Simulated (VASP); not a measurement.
# La3GePd3 (Pm-3m) in VASP: further runs

The runs below take La3GePd3 through single point, with PBE, PBE+D4, PBE+U.

Program: VASP 6.6.1. These are calculated values, not measurements. Logs are shortened: lines on timing, memory, paths and dates and some standing lists are left out, and cuts for length are marked.

### Step 1. The cell of the first run

The structure is cubic, space group Pm-3m (No. 221). The conventional cell has a = 5.601 Å, b = 5.601 Å, c = 5.601 Å, α = 90.00°, β = 90.00°, γ = 90.00°. Within 3.7 Å of La (site symmetry 4/mmm) lie 4 Pd at 2.80 Å and 2 Ge at 2.80 Å. Pd (site symmetry 4/mmm) has 4 La at 2.80 Å within 3.7 Å. Within 3.7 Å of Ge (site symmetry m-3m) lie 6 La at 2.80 Å.

### Step 2. Single point, PBE

Input file INCAR:

```
SYSTEM = La3GePd3
  PREC = Accurate
  ENCUT = 520
  EDIFF = 1E-6
  ISMEAR = 0
  SIGMA = 0.0294
  LREAL = .FALSE.
  LASPH = .TRUE.
  NELM = 60
  ALGO = Normal
  ISIF = 2
  LWAVE = .FALSE.
  LCHARG = .FALSE.
  GGA = PE
  NBANDS = 48
```

Input file KPOINTS:

```
regular mesh
0
G
  3 3 3
  0 0 0
```

Input file POSCAR:

```
La3GePd3
1.0
    5.6013830000      0.0000000000      0.0000000000
    0.0000000000      5.6013830000      0.0000000000
    0.0000000000      0.0000000000      5.6013830000
La Pd Ge
3 3 1
Direct
    0.5000000000      0.5000000000      0.0000000000
    0.0000000000      0.5000000000      0.5000000000
    0.5000000000      0.0000000000      0.5000000000
    0.5000000000      0.0000000000      0.0000000000
    0.0000000000      0.5000000000      0.0000000000
    0.0000000000      0.0000000000      0.5000000000
    0.5000000000      0.5000000000      0.5000000000
```

Potentials or basis: VASP PAW PBE potentials, release 64 (La, Pd, Ge_d).

Run with:

```bash
cat potpaw_PBE.64/La/POTCAR potpaw_PBE.64/Pd/POTCAR potpaw_PBE.64/Ge_d/POTCAR > POTCAR
mpirun -np 1 vasp_std > vasp.out
```

OUTCAR:

```text
SYSTEM = La3GePd3
   PREC = Accurate
   ENCUT = 520
   EDIFF = 1E-6
   ISMEAR = 0
   LREAL = .FALSE.
   LASPH = .TRUE.
   NELM = 60
   ISIF = 2
   GGA = PE

 ion  position               nearest neighbor table
   1  0.500  0.500  0.000-   4 2.80   5 2.80   7 2.80   7 2.80   4 2.80   5 2.80
   2  0.000  0.500  0.500-   5 2.80   6 2.80   7 2.80   5 2.80   6 2.80   7 2.80
   3  0.500  0.000  0.500-   4 2.80   6 2.80   7 2.80   4 2.80   7 2.80   6 2.80
   4  0.500  0.000  0.000-   1 2.80   3 2.80   3 2.80   1 2.80
   5  0.000  0.500  0.000-   1 2.80   2 2.80   2 2.80   1 2.80
   6  0.000  0.000  0.500-   2 2.80   3 2.80   2 2.80   3 2.80
   7  0.500  0.500  0.500-   1 2.80   2 2.80   3 2.80   1 2.80   3 2.80   2 2.80

  LATTYP: Found a simple cubic cell.
 ALAT       =     5.6013830000

  Lattice vectors:

 A1 = (   5.6013830000,   0.0000000000,   0.0000000000)
 A2 = (   0.0000000000,   5.6013830000,   0.0000000000)
 A3 = (   0.0000000000,   0.0000000000,   5.6013830000)

Analysis of symmetry for initial positions (statically):
=====================================================================
 Subroutine PRICEL returns:
 Original cell was already a primitive cell.

 Routine SETGRP: Setting up the symmetry group for a
 simple cubic supercell.

 Subroutine GETGRP returns: Found 48 space group operations
 (whereof 48 operations were pure point group operations)
 out of a pool of 48 trial point group operations.

The static configuration has the point symmetry O_h .

Analysis of symmetry for dynamics (positions and initial velocities):
=====================================================================
 Subroutine PRICEL returns:
 Original cell was already a primitive cell.

 Routine SETGRP: Setting up the symmetry group for a
 simple cubic supercell.

 Subroutine GETGRP returns: Found 48 space group operations
 (whereof 48 operations were pure point group operations)
 out of a pool of 48 trial point group operations.

The dynamic configuration has the point symmetry O_h .

 Subroutine INISYM returns: Found 48 space group operations
 (whereof 48 operations are pure point group operations),
 and found     1 'primitive' translations

----------------------------------------------------------------------------------------

                                     Primitive cell

[... 80 lines left out ...]
   LREAL  =      F    real-space projection
   EDIFFG = 0.1E-04   stopping-criterion for IOM
   NSW    =      0    number of steps for IOM
   IBRION =     -1    ionic relax: 0-MD 1-quasi-New 2-CG
   NFREE  =      0    steps in history (QN), initial steepest desc. (CG)
   ISIF   =      2    stress and relaxation
   ISYM   =      2    0-nonsym 1-usesym 2-fastsym
   POTIM  = 0.5000    time-step for ionic-motion
   TEBEG  =    0.0;   TEEND  =   0.0 temperature during run
   PSTRESS=    0.0 pullay stress
   NELECT =      77.0000    total number of electrons
   NUPDOWN=      -1.0000    fix difference up-down
   EMIN   =  10.00;   EMAX   =-10.00  energy-range for DOS
   EFERMI =   0.00;   METHOD = LEGACY
   ISMEAR =     0;   SIGMA  =   0.03  broadening in eV -4-tet -1-fermi 0-gaus
   EFERMI_NEDOS =   21; number of points for ismear=-14 and -15
   IALGO  =     38    algorithm
   IMIX   =      4    mixing-type and parameters
     AMIX     =   0.40;   BMIX     =  1.00
     AMIX_MAG =   1.60;   BMIX_MAG =  1.00
  volume/ion in A,a.u.               =      25.11       169.43
  Fermi-wavevector in a.u.,A,eV,Ry     =   1.243397  2.349680 21.035097  1.546036
  Thomas-Fermi vector in A             =   2.377710
   LORBIT       =      0    0 simple, 1 ext, 2 COOP (PROOUT), +10 PAW based schemes
   GGA     = PE    functional components
   LHFCALC =     F    Hartree Fock is set to
   AEXX    =    0.0000 exact exchange contribution
   IVDW    =     0    specifies the selected vdW correction
   LEPSILON=     F    determine dielectric tensor
   LRPA    =     F    only Hartree local field effects (RPA)
 non-spin polarized calculation
 Gauss-broadening in eV      SIGMA  =   0.03
  energy-cutoff  :      520.00
  volume of cell :      175.75
 maximum number of plane-waves:      4739
 NGX is ok and might be reduce to    42
   NGX = 21   NGY = 21   NGZ = 21

 number of electron      76.9999938 magnetization

 Free energy of the ion-electron system (eV)
  ---------------------------------------------------
  ext. energy  EPLUGINS =         0.00000000
  ---------------------------------------------------
  free energy    TOTEN  =       -34.73594917 eV

  energy without entropy =      -34.73038898  energy(sigma->0) =      -34.73316907

 E-fermi :   7.5678     XC(G=0): -10.4132

 val. band max:        7.5433195004   @ k =   0.3333   0.3333   0.3333
 cond. band min:       7.6003823945   @ k =   0.3333   0.0000   0.0000
 fundamental gap:      0.0570628941
 Fermi energy:         7.5677805184

 k-point     1 :       0.0000    0.0000    0.0000
  band No.  band energies     occupation
      1     -24.5542      2.00000
      2     -24.4346      2.00000
      3     -24.4346      2.00000
      4     -16.3639      2.00000
      5     -16.3639      2.00000
      6     -16.3368      2.00000
[... 193 lines left out ...]
     47      10.0854      0.00000
     48      10.0964      0.00000

------------------------ aborting loop because EDIFF is reached ----------------------------------------

  FORCE on cell =-STRESS in cart. coord.  units (eV):
  Direction    XX          YY          ZZ          XY          YZ          ZX
  --------------------------------------------------------------------------------------
  -------------------------------------------------------------------------------------
  Total       14.1392908     14.1392908     14.1392908      0.0000000     -0.0000000      0.0000000
  in kB      128.8998469    128.8998469    128.8998469      0.0000000     -0.0000000      0.0000000
  external PRESSURE =     128.8998469 kB  Pullay stress =       0.0000000 kB

 VOLUME and BASIS-vectors are now :
 -----------------------------------------------------------------------------
  energy-cutoff  :      520.00
  volume of cell :      175.75
      direct lattice vectors                 reciprocal lattice vectors
     5.601383000  0.000000000  0.000000000     0.178527339  0.000000000  0.000000000
     0.000000000  5.601383000  0.000000000     0.000000000  0.178527339  0.000000000
     0.000000000  0.000000000  5.601383000     0.000000000  0.000000000  0.178527339

 POSITION                                       TOTAL-FORCE (eV/Angst)
 -----------------------------------------------------------------------------------
      2.80069      2.80069      0.00000         0.000000      0.000000      0.000000
      0.00000      2.80069      2.80069         0.000000      0.000000      0.000000
      2.80069      0.00000      2.80069         0.000000      0.000000      0.000000
      2.80069      0.00000      0.00000         0.000000      0.000000      0.000000
      0.00000      2.80069      0.00000         0.000000      0.000000      0.000000
      0.00000      0.00000      2.80069         0.000000      0.000000      0.000000
      2.80069      2.80069      2.80069         0.000000      0.000000      0.000000
 -----------------------------------------------------------------------------------
    total drift:                                0.000000      0.000000     -0.000000

  FREE ENERGIE OF THE ION-ELECTRON SYSTEM (eV)
  ---------------------------------------------------
  free  energy   TOTEN  =       -34.7359491699 eV

  energy  without entropy=      -34.7303889779  energy(sigma->0) =      -34.73316907
```

OSZICAR:

```text
N       E                     dE             d eps       ncg     rms          rms(c)
DAV:   1     0.910656727929E+03    0.91066E+03   -0.29923E+04   424   0.274E+03
DAV:   2     0.207154713205E+03   -0.70350E+03   -0.66241E+03   512   0.581E+02
DAV:   3     0.218086214198E+02   -0.18535E+03   -0.17916E+03   552   0.259E+02
DAV:   4    -0.273054426737E+02   -0.49114E+02   -0.46412E+02   704   0.957E+01
DAV:   5    -0.356627693669E+02   -0.83573E+01   -0.80330E+01   760   0.446E+01    0.121E+01
DAV:   6    -0.363724606013E+02   -0.70969E+00   -0.55820E+01   704   0.386E+01    0.879E+00
DAV:   7    -0.347169611217E+02    0.16555E+01   -0.97883E+00   696   0.209E+01    0.412E+00
DAV:   8    -0.347628027129E+02   -0.45842E-01   -0.18179E+00   744   0.765E+00    0.248E+00
DAV:   9    -0.347447272629E+02    0.18075E-01   -0.28612E-01   720   0.349E+00    0.449E-01
DAV:  10    -0.347432939108E+02    0.14334E-02   -0.27363E-02   728   0.109E+00    0.384E-01
DAV:  11    -0.347357115455E+02    0.75824E-02   -0.20617E-02   656   0.808E-01    0.168E-01
DAV:  12    -0.347358653651E+02   -0.15382E-03   -0.37129E-03   696   0.352E-01    0.139E-01
DAV:  13    -0.347360606494E+02   -0.19528E-03   -0.10054E-03   696   0.225E-01    0.103E-01
DAV:  14    -0.347359502001E+02    0.11045E-03   -0.63577E-04   680   0.145E-01    0.192E-02
DAV:  15    -0.347359482377E+02    0.19624E-05   -0.67430E-05   704   0.644E-02    0.138E-02
DAV:  16    -0.347359484155E+02   -0.17777E-06   -0.22349E-05   672   0.295E-02    0.463E-03
DAV:  17    -0.347359491699E+02   -0.75445E-06   -0.40489E-06   504   0.145E-02
   1 F= -.34735949E+02 E0= -.34733169E+02  d E =-.556019E-02
```

Wall time 3 min (1 thread of Intel Xeon 8259CL, shared host); peak memory 0.28 GiB.

What came out:

```
Free energy            : -34.7359 eV
Pressure               : 12.9 GPa
Band gap on the k mesh : zero (an odd number of electrons rules out a gap without spin polarisation)
```

Levels at points of the mesh, in eV from the Fermi level:
```tsv
k point	band 35	band 36	band 37	band 38	band 39	band 40
(0.00, 0.00, 0.00)	-0.26	-0.26	0.27	0.27	0.27	1.44
```

Caveat: the k points lie up to 0.37 Å⁻¹ apart, too coarse for converged energies and pressures of a metal; spin-orbit coupling is left out, which moves the levels of the heavy elements.

### Step 3. Single point, PBE+D4

Input file INCAR:

```
SYSTEM = La3GePd3
  PREC = Accurate
  ENCUT = 520
  EDIFF = 1E-7
  ISMEAR = 0
  SIGMA = 0.0294
  LREAL = .FALSE.
  LASPH = .TRUE.
  NELM = 100
  ALGO = Normal
  ISIF = 2
  LWAVE = .FALSE.
  LCHARG = .FALSE.
  GGA = PE
  IVDW = 13
  NBANDS = 48
```

Input file KPOINTS:

```
Automatic mesh
0
G
  3 3 3
  0 0 0
```

POSCAR is that of step 2.

Potentials or basis: VASP PAW PBE potentials, release 64 (La, Pd, Ge_d).

Run with:

```bash
cat potpaw_PBE.64/La/POTCAR potpaw_PBE.64/Pd/POTCAR potpaw_PBE.64/Ge_d/POTCAR > POTCAR
mpirun -np 1 vasp_std > vasp.out
```

Run time: 3.2 min. Hardware: 1 thread of Intel Xeon 8259CL, shared host; peak memory 0.27 GiB.

Results (log left out):

| Quantity | Value |
| --- | --- |
| Free energy | -37.5159 eV |
| Pressure | 10.3 GPa |
| Band gap on the k mesh | zero (an odd number of electrons rules out a gap without spin polarisation) |
| Dispersion energy per atom | -0.397 eV |

Levels at points of the mesh, in eV from the Fermi level:
| k point | band 33 | band 34 | band 35 | band 36 | band 37 | band 38 | band 39 | band 40 | band 41 | band 42 |
| --- | --- | --- | --- | --- | --- | --- | --- | --- | --- | --- |
| (0.00, 0.00, 0.00) | -2.06 | -2.06 | -0.26 | -0.26 | 0.27 | 0.27 | 0.27 | 1.44 | 1.44 | 1.44 |

Caveat: the k points lie up to 0.37 Å⁻¹ apart, too coarse for converged energies and pressures of a metal; spin-orbit coupling is left out, which moves the levels of the heavy elements.

### Step 4. Single point, PBE+U

Input file INCAR:

```
SYSTEM = La3GePd3
ALGO = Normal
EDIFF = 1E-6
ENCUT = 520
GGA = PE
ISIF = 2
ISMEAR = 1
LASPH = .True.
LCHARG = .False.
LDAU = .True.
LDAUJ = 0 0 0
LDAUL = 3 -1 -1
LDAUPRINT = 1
LDAUTYPE = 2
LDAUU = 4 0 0
LMAXMIX = 6
LREAL = .False.
LWAVE = .False.
NBANDS = 48
NELM = 150
PREC = Accurate
SIGMA = 0.05
```

Input file KPOINTS:

```
k-points
0
Gamma
  3 3 3
  0 0 0
```

POSCAR is that of step 3.

Run with:

```bash
cat potpaw_PBE.64/La/POTCAR potpaw_PBE.64/Pd/POTCAR potpaw_PBE.64/Ge_d/POTCAR > POTCAR
mpirun -np 1 vasp_std > vasp.out
```

Wall time 1.8 min (1 thread of Intel Xeon 8259CL, shared host); peak memory 0.27 GiB.

Results (log left out):

```yaml
Free_energy: -33.7209 eV
Pressure: 14.6 GPa
Band_gap_on_the_k_mesh: zero (an odd number of electrons rules out a gap without spin polarisation)
```

Levels at points of the mesh, in eV from the Fermi level:
```csv
k point,band 33,band 34,band 35,band 36,band 37,band 38,band 39,band 40,band 41,band 42
"(0.00, 0.00, 0.00)",-2.00,-2.00,-0.24,-0.24,0.36,0.36,0.36,1.37,1.37,1.37
```

Eigenvalues of the final occupation matrices:
| site | spin | trace | eigenvalues |
| --- | --- | --- | --- |
| site 1 f | 1 | 0.07 | 0.00 0.01 0.01 0.01 0.01 0.01 0.02 |
| site 1 f | 2 | 0.07 | 0.00 0.01 0.01 0.01 0.01 0.01 0.02 |
| site 2 f | 1 | 0.07 | 0.00 0.01 0.01 0.01 0.01 0.01 0.02 |
| site 2 f | 2 | 0.07 | 0.00 0.01 0.01 0.01 0.01 0.01 0.02 |
| site 3 f | 1 | 0.07 | 0.00 0.01 0.01 0.01 0.01 0.01 0.02 |
| site 3 f | 2 | 0.07 | 0.00 0.01 0.01 0.01 0.01 0.01 0.02 |

Caveat: the k points lie up to 0.37 Å⁻¹ apart, too coarse for converged energies and pressures of a metal; spin-orbit coupling is left out, which moves the levels of the heavy elements; U without spin polarisation on a metal has little footing; the U is typed as a test and isn't derived for this compound.

### Step 5. Overview

| level | U | smearing | gap on the mesh (eV) | pressure (GPa) |
| --- | --- | --- | --- | --- |
| PBE | - | gaussian 0.0294 eV | none | 12.9 |
| PBE+D4 | - | gaussian 0.0294 eV | none | 10.3 |
| PBE+U | La f U = 4.0 eV | methfessel-paxton 0.05 eV | none | 14.6 |

Alike in all rows: task single point; potentials or basis VASP PAW PBE potentials, release 64 (La, Pd, Ge_d); no spin polarisation; cell as given; k mesh 3 × 3 × 3; cutoff (eV) 520.

Caveats: all runs use coarse meshes; spin-orbit coupling is left out, which moves the levels of the heavy elements; U without spin polarisation on a metal has little footing (at least some runs); the U is typed as a test and isn't derived for this compound (at least some runs).

Total energies depend on the potentials used, so only differences within one code and one set of settings carry meaning.
